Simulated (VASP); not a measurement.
# Bi (C2/m) in VASP: single point with PBE

Aim: the single point of Bi with PBE.

Program: VASP 6.6.1. These are calculated values, not measurements. Logs are shortened: lines on timing, memory, paths and dates and some standing lists are left out, and cuts for length are marked.

## Step 1: The cell of the first run

It takes space group C2/m (No. 12, monoclinic). The conventional cell has a = 8.274 Å, b = 8.875 Å, c = 2.818 Å, α = 90.00°, β = 108.17°, γ = 90.00°. Bi (site symmetry 2/m) has 2 Bi at 2.82 Å within 3.7 Å.

## Step 2: Single point, PBE (strained)

INCAR reads:

```
  PREC = Accurate
  ENCUT = 520
  EDIFF = 1E-7
  ISMEAR = 0
  SIGMA = 0.1
  LREAL = F
  LASPH = T
  NELM = 100
  ALGO = Fast
  ISIF = 2
  LWAVE = F
  LCHARG = T
  GGA = PE
  LELF = T
  LVHAR = T
  NBANDS = 14
```

KPOINTS reads:

```
Automatic mesh
0
Gamma
  14 14 14
```

POSCAR reads:

```
Bi
1.0
   -3.9114402964      4.4377012131      1.3476107996
    3.9525547058     -4.4377012131      1.4699708323
    3.9114402964      4.4377012131     -1.3476107996
Bi
1
Direct
    0.0000000000      0.0000000000      0.0000000000
```

Potentials or basis: VASP PAW PBE potentials, release 64 (Bi_d).

On the command line:

```bash
> cat potpaw_PBE.64/Bi_d/POTCAR > POTCAR
> mpirun -np 1 vasp_std > vasp.out
```

OUTCAR:

```text
PREC = Accurate
   ENCUT = 520
   EDIFF = 1E-7
   ISMEAR = 0
   LREAL = F
   LASPH = T
   NELM = 100
   ISIF = 2
   GGA = PE

 ion  position               nearest neighbor table
   1  0.000  0.000  0.000-

  LATTYP: Found a base centered monoclinic cell.
 ALAT       =     8.2741573733
 B/A-ratio  =     1.0726654118
 C/A-ratio  =     0.3405641761
 COS(beta)  =    -0.3119102700

  Lattice vectors:

 A1 = (   3.9114402964,  -4.4377012131,  -1.3476107996)
 A2 = (   3.9114402964,   4.4377012131,  -1.3476107996)
 A3 = (   0.0411144094,   0.0000000000,   2.8175816319)

Analysis of symmetry for initial positions (statically):
=====================================================================
 Subroutine PRICEL returns:
 Original cell was already a primitive cell.

 Routine SETGRP: Setting up the symmetry group for a
 base centered monoclinic supercell.

 Subroutine GETGRP returns: Found  4 space group operations
 (whereof  4 operations were pure point group operations)
 out of a pool of  4 trial point group operations.

The static configuration has the point symmetry C_2h.

Analysis of symmetry for dynamics (positions and initial velocities):
=====================================================================
 Subroutine PRICEL returns:
 Original cell was already a primitive cell.

 Routine SETGRP: Setting up the symmetry group for a
 base centered monoclinic supercell.

 Subroutine GETGRP returns: Found  4 space group operations
 (whereof  4 operations were pure point group operations)
 out of a pool of  4 trial point group operations.

The dynamic configuration has the point symmetry C_2h.

 Subroutine INISYM returns: Found  4 space group operations
 (whereof  4 operations are pure point group operations),
 and found     1 'primitive' translations

----------------------------------------------------------------------------------------

                                     Primitive cell

  volume of cell :      98.3058

  direct lattice vectors                    reciprocal lattice vectors
    -3.911440296  4.437701213  1.347610800    -0.005523552  0.112670947  0.354994896
     3.952554706 -4.437701213  1.469970832     0.121667156  0.000000000  0.353138917
     3.911440296  4.437701213 -1.347610800     0.127190709  0.112670947 -0.001855978

  length of vectors
     6.067010146  6.121821217  6.067010146     0.372487084  0.373510364  0.169928407

  position of ions in fractional coordinates (direct lattice)
     0.000000000  0.000000000  0.000000000

  ion indices of the primitive-cell ions
   primitive index   ion index
                 1           1

----------------------------------------------------------------------------------------

 KPOINTS: Automatic mesh

Automatic generation of k-mesh.
 Grid dimensions read from file:
 generate k-points for:   14   14   14

 Generating k-lattice:

  Cartesian coordinates                     Fractional coordinates (reciprocal lattice)
    -0.000394539  0.008047925  0.025356778     0.071428571  0.000000000  0.000000000
     0.008690511  0.000000000  0.025224208     0.000000000  0.071428571  0.000000000
     0.009085051  0.008047925 -0.000132570     0.000000000 -0.000000000  0.071428571

  Length of vectors
     0.026606220  0.026679312  0.012137743

  Shift w.r.t. Gamma in fractional coordinates (k-lattice)
     0.000000000  0.000000000  0.000000000

 Subroutine IBZKPT returns following result:
 ===========================================

 Found    744 irreducible k-points:

 Following reciprocal coordinates:
            Coordinates               Weight
  0.000000  0.000000  0.000000      1.000000
  0.071429  0.000000  0.000000      4.000000
  0.142857  0.000000  0.000000      4.000000
  0.214286 -0.000000  0.000000      4.000000
  0.285714  0.000000 -0.000000      4.000000
  0.357143  0.000000  0.000000      4.000000
[... 16 lines left out ...]
 -0.000000  0.142857  0.000000      2.000000
  0.071429  0.142857  0.000000      4.000000
 [... further k-points ...]
   k-points           NKPTS =    744   k-points in BZ     NKDIM =    744   number of bands    NBANDS=     14
   number of dos      NEDOS =    301   number of ions     NIONS =      1
   total plane-waves  NPLWV = 110592
   dimension x,y,z NGX =    48 NGY =   48 NGZ =   48
   dimension x,y,z NGXF=    96 NGYF=   96 NGZF=   96
   ions per type =               1
   NGX,Y,Z   is equivalent  to a cutoff of  13.15, 13.04, 13.15 a.u.
   NGXF,Y,Z  is equivalent  to a cutoff of  26.31, 26.07, 26.31 a.u.
 SYSTEM =  unknown system
   PREC   = accura    normal or accurate (medium, high low for compatibility)
   ISTART =      0    job   : 0-new  1-cont  2-samecut
   ICHARG =      2    charge: 1-file 2-atom 10-const
   ISPIN  =      1    spin polarized calculation?
   LNONCOLLINEAR =      F non collinear calculations
   LSORBIT =      F    spin-orbit coupling
   LASPH  =      T    aspherical Exc in radial PAW
   ENCUT  =  520.0 eV  38.22 Ry    6.18 a.u.  11.28 11.38 11.28*2*pi/ulx,y,z
   NELM   =    100;   NELMIN=  2; NELMDL= -5     # of ELM steps
   EDIFF  = 0.1E-06   stopping-criterion for ELM
   LREAL  =      F    real-space projection
   EDIFFG = 0.1E-05   stopping-criterion for IOM
   NSW    =      0    number of steps for IOM
   IBRION =     -1    ionic relax: 0-MD 1-quasi-New 2-CG
   NFREE  =      0    steps in history (QN), initial steepest desc. (CG)
   ISIF   =      2    stress and relaxation
   ISYM   =      2    0-nonsym 1-usesym 2-fastsym
   POTIM  = 0.5000    time-step for ionic-motion
   TEBEG  =    0.0;   TEEND  =   0.0 temperature during run
   PSTRESS=    0.0 pullay stress
   NELECT =      15.0000    total number of electrons
   NUPDOWN=      -1.0000    fix difference up-down
   EMIN   =  10.00;   EMAX   =-10.00  energy-range for DOS
   EFERMI =   0.00;   METHOD = LEGACY
   ISMEAR =     0;   SIGMA  =   0.10  broadening in eV -4-tet -1-fermi 0-gaus
   EFERMI_NEDOS =   21; number of points for ismear=-14 and -15
   IALGO  =     68    algorithm
   IMIX   =      4    mixing-type and parameters
     AMIX     =   0.40;   BMIX     =  1.00
     AMIX_MAG =   1.60;   BMIX_MAG =  1.00
  volume/ion in A,a.u.               =      98.31       663.40
  Fermi-wavevector in a.u.,A,eV,Ry     =   0.874807  1.653145 10.412363  0.765287
  Thomas-Fermi vector in A             =   1.994390
   LORBIT       =      0    0 simple, 1 ext, 2 COOP (PROOUT), +10 PAW based schemes
   GGA     = PE    functional components
   LHFCALC =     F    Hartree Fock is set to
   AEXX    =    0.0000 exact exchange contribution
   IVDW    =     0    specifies the selected vdW correction
   LEPSILON=     F    determine dielectric tensor
   LRPA    =     F    only Hartree local field effects (RPA)
 non-spin polarized calculation
 RMM-DIIS sequential band-by-band and
 Gauss-broadening in eV      SIGMA  =   0.10
  energy-cutoff  :      520.00
  volume of cell :       98.31
 maximum number of plane-waves:      2682
 NGX is ok and might be reduce to    48
   NGX = 23   NGY = 23   NGZ = 23

 number of electron      14.9999995 magnetization

 Free energy of the ion-electron system (eV)
  ---------------------------------------------------
  ext. energy  EPLUGINS =         0.00000000
  ---------------------------------------------------
  free energy    TOTEN  =        -2.79317128 eV

  energy without entropy =       -2.78777808  energy(sigma->0) =       -2.79047468

 E-fermi :  -0.7364     XC(G=0):  -5.0354

 val. band max:       -0.7384381319   @ k =  -0.3571  -0.3571   0.1429
 cond. band min:      -0.7362387934   @ k =  -0.4286  -0.2857   0.1429
 fundamental gap:      0.0021993385
 Fermi energy:        -0.7364200162

 k-point     1 :       0.0000    0.0000    0.0000
  band No.  band energies     occupation
      1     -24.0201      2.00000
      2     -23.3745      2.00000
      3     -23.3745      2.00000
      4     -23.2232      2.00000
      5     -23.2232      2.00000
      6     -12.6963      2.00000
      7      -2.2625      2.00000
      8      -2.2232      2.00000
      9       1.9750      0.00000
     10       3.8756      0.00000
     11       6.2603      0.00000
     12       6.7633      0.00000
     13       7.7953      0.00000
     14       8.5308      0.00000

 k-point     2 :       0.0714    0.0000    0.0000
  band No.  band energies     occupation
      1     -23.9712      2.00000
      2     -23.3725      2.00000
      3     -23.3725      2.00000
      4     -23.2416      2.00000
      5     -23.2416      2.00000
      6     -12.5997      2.00000
      7      -2.1517      2.00000
      8      -2.1145      2.00000
      9       2.0904      0.00000
     10       3.9849      0.00000
     11       6.1359      0.00000
     12       7.0760      0.00000
     13       7.2780      0.00000
     14       7.9029      0.00000

 k-point     3 :       0.1429    0.0000    0.0000
  band No.  band energies     occupation
      1     -23.8334      2.00000
      2     -23.3670      2.00000
      3     -23.3669      2.00000
      4     -23.2927      2.00000
      5     -23.2927      2.00000
      6     -12.3067      2.00000
      7      -1.8266      2.00000
      8      -1.7948      2.00000
      9       2.4336      0.00000
     10       4.3125      0.00000
     11       4.9233      0.00000
     12       6.0675      0.00000
     13       7.6958      0.00000
     14       8.2230      0.00000

 k-point     4 :       0.2143   -0.0000    0.0000
  band No.  band energies     occupation
      1     -23.6327      2.00000
      2     -23.3657      2.00000
      3     -23.3657      2.00000
      4     -23.3590      2.00000
      5     -23.3589      2.00000
      6     -11.8096      2.00000
      7      -1.3095      2.00000
      8      -1.2826      2.00000
      9       2.3673      0.00000
     10       3.0641      0.00000
     11       4.8570      0.00000
     12       6.1841      0.00000
     13       8.4325      0.00000
     14       8.7339      0.00000

 k-point     5 :       0.2857    0.0000   -0.0000
  band No.  band energies     occupation
      1     -23.4454      2.00000
      2     -23.4454      2.00000
      3     -23.4079      2.00000
      4     -23.3500      2.00000
      5     -23.3499      2.00000
      6     -11.1038      2.00000
      7      -0.6407      0.17563
      8      -0.6112      0.07651
      9      -0.0039      0.00000
     10       3.8327      0.00000
     11       5.6080      0.00000
[... 276 lines left out ...]
 k-point    22 :      -0.0714    0.0714   -0.0000
  band No.  band energies     occupation
      1     -24.0201      2.00000
      2     -23.3745      2.00000
      3     -23.3745      2.00000
      4     -23.2232      2.00000
      5     -23.2232      2.00000
      6     -12.6959      2.00000
      7      -2.2757      2.00000
      8      -2.2308      2.00000
      9       2.0268      0.00000
     10       3.9064      0.00000
     11       6.0530      0.00000
     12       6.9696      0.00000
     13       7.5808      0.00000
     14       8.5298      0.00000

 k-point    23 :      -0.0000    0.1429    0.0000
  band No.  band energies     occupation
      1     -23.8334      2.00000
      2     -23.3670      2.00000
      3     -23.3669      2.00000
      4     -23.2927      2.00000
      5     -23.2927      2.00000
      6     -12.3068      2.00000
      7      -1.8309      2.00000
      8      -1.7884      2.00000
      9       2.4368      0.00000
     10       4.2862      0.00000
     11       4.9214      0.00000
     12       6.5583      0.00000
     13       7.2357      0.00000
     14       7.5975      0.00000

 k-point    24 :       0.0714    0.1429    0.0000
  band No.  band energies     occupation
      1     -23.6327      2.00000
      2     -23.3657      2.00000
      3     -23.3657      2.00000
      4     -23.3590      2.00000
      5     -23.3589      2.00000
      6     -11.8106      2.00000
      7      -1.3034      2.00000
      8      -1.2448      2.00000
      9       2.3592      0.00000
     10       2.9735      0.00000
     11       4.7565      0.00000
     12       6.8506      0.00000
     13       7.7479      0.00000
     14       8.2146      0.00000

 [... further k-points ...]

------------------------ aborting loop because EDIFF is reached ----------------------------------------

  FORCE on cell =-STRESS in cart. coord.  units (eV):
  Direction    XX          YY          ZZ          XY          YZ          ZX
  --------------------------------------------------------------------------------------
  -------------------------------------------------------------------------------------
  Total       -0.1185446     -0.1463807      0.7966044     -0.0000000     -0.0000000      0.0137911
  in kB       -1.9320265     -2.3856963     12.9829711     -0.0000000     -0.0000000      0.2247651
  external PRESSURE =       2.8884161 kB  Pullay stress =       0.0000000 kB

 VOLUME and BASIS-vectors are now :
 -----------------------------------------------------------------------------
  energy-cutoff  :      520.00
  volume of cell :       98.31
      direct lattice vectors                 reciprocal lattice vectors
    -3.911440296  4.437701213  1.347610800    -0.005523552  0.112670947  0.354994896
     3.952554706 -4.437701213  1.469970832     0.121667156  0.000000000  0.353138917
     3.911440296  4.437701213 -1.347610800     0.127190709  0.112670947 -0.001855978

 POSITION                                       TOTAL-FORCE (eV/Angst)
 -----------------------------------------------------------------------------------
      0.00000      0.00000      0.00000         0.000000     -0.000000      0.000000
 -----------------------------------------------------------------------------------
    total drift:                               -0.000000      0.000000      0.000000

  FREE ENERGIE OF THE ION-ELECTRON SYSTEM (eV)
  ---------------------------------------------------
  free  energy   TOTEN  =        -2.7931712767 eV

  energy  without entropy=       -2.7877780843  energy(sigma->0) =       -2.79047468
```

Run time: 62 min. Hardware: 1 thread of Intel Xeon 8259CL, shared host; peak memory 1.1 GiB.

What came out:

```yaml
Free_energy: -2.7932 eV
Pressure: 0.3 GPa
Band_gap_on_the_k_mesh: zero (an odd number of electrons rules out a gap without spin polarisation)
```

Stress tensor (GPa, compression positive):
```
-0.19  0.00  0.02
 0.00 -0.24  0.00
 0.02  0.00  1.30
```

Levels at points of the mesh, in eV from the Fermi level:
```csv
k point,band 4,band 5,band 6,band 7,band 8,band 9,band 10,band 11,band 12,band 13
"(0.00, 0.00, 0.00)",-22.49,-22.49,-11.96,-1.53,-1.49,2.71,4.61,7.00,7.50,8.53
"(0.50, 0.00, 0.00)",-22.60,-22.27,-8.00,-3.98,1.88,1.93,6.07,6.35,8.14,9.04
"(0.00, 0.50, 0.00)",-22.60,-22.27,-8.00,-3.99,1.90,1.92,6.09,6.31,8.19,9.19
"(0.50, 0.50, 0.00)",-22.49,-22.49,-11.95,-1.90,-1.47,3.80,5.06,5.85,7.73,7.88
"(0.50, 0.00, 0.50)",-22.60,-22.27,-7.99,-3.98,1.87,1.88,6.03,6.18,8.50,9.55
"(0.50, 0.50, 0.50)",-22.49,-22.49,-11.94,-1.86,-1.80,3.85,6.28,6.87,7.09,8.24
```

Caveat: the cell differs from its parent crystal (strained); spin-orbit coupling is left out, which moves the levels of the heavy elements.
